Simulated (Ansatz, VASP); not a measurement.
**Two plane-wave programs on Si3Br2**

```
Si Br
1.0
     4.23426    2.44465    2.13439
    -4.23426    2.44465    2.13439
     0.00000   -4.88931    2.13439
Si Br
3 2
Direct
  0.00000 0.50000 0.00000
  0.50000 0.00000 0.00000
  0.00000 0.00000 0.50000
  0.73193 0.73193 0.73193
  0.26807 0.26807 0.26807
```

Change from the starting cell: ordered vacancies on the cation sites of cuprite (R-3m, No. 166).

Alike in both runs: task relaxation of cell and atoms; functional PBE; k mesh 6 × 6 × 6; occupations gaussian, width 0.1 eV; no spin polarisation.

```csv
,VASP,Ansatz
version,VASP 6.6.1,Ansatz 0.2.0
potentials or method,"VASP PAW PBE potentials, release 64 (Si, Br), cutoff 600 eV","scalar-relativistic, plane waves, PAW"
valence electrons in the cell,26,26
```

VASP gave:

```
gap on the k mesh at the Fermi level, each at its own relaxed structure (eV) : none
relaxed volume (Å³/atom)                                                     : 26.60
relaxed length of the cell vector where the two differ most in proportion (Å)              : 5.340
```

Task: Estimate Ansatz's values.

Result: gap on the k mesh at the Fermi level, each at its own relaxed structure (eV): none; relaxed volume (Å³/atom): 26.62; relaxed length of the cell vector where the two differ most in proportion (Å): 5.341.

A gap of «none» marks a metal or a gap that the smearing closes.
